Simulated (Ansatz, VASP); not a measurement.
**Two plane-wave programs on Te**

```xyz
1
Lattice="0.0000 2.3892 2.3892 2.3892 0.0000 2.3892 2.3892 2.3892 0.0000" Properties=species:S:1:pos:R:3 pbc="T T T"
Te    0.0000    0.0000    0.0000
```

Alike in both runs: task single point; functional r2SCAN; k mesh 13 × 13 × 13; occupations fermi-dirac, width 0.1 eV; no spin polarisation.

|  | VASP | Ansatz |
| --- | --- | --- |
| version | VASP 6.6.1 | Ansatz 0.2.0 |
| potentials or method | VASP PAW PBE potentials, release 64 (Te), cutoff 520 eV | plane waves (500 eV) with PAW, scalar-relativistic |
| valence electrons in the cell | 6 | 16 |

Ansatz gave:

- pressure (GPa): 2.3

Problem. What did VASP give for the same quantities?

Solution. Pressure (GPa): 2.2.

VASP's potentials were made for PBE, not for r2SCAN. With one functional, cell and mesh, what is left measures potentials, basis and numerics. VASP's potentials hold 6 valence electrons a cell and Ansatz's 16, so a difference there can come from the potentials and not from the codes.

Spin-orbit coupling is off throughout.
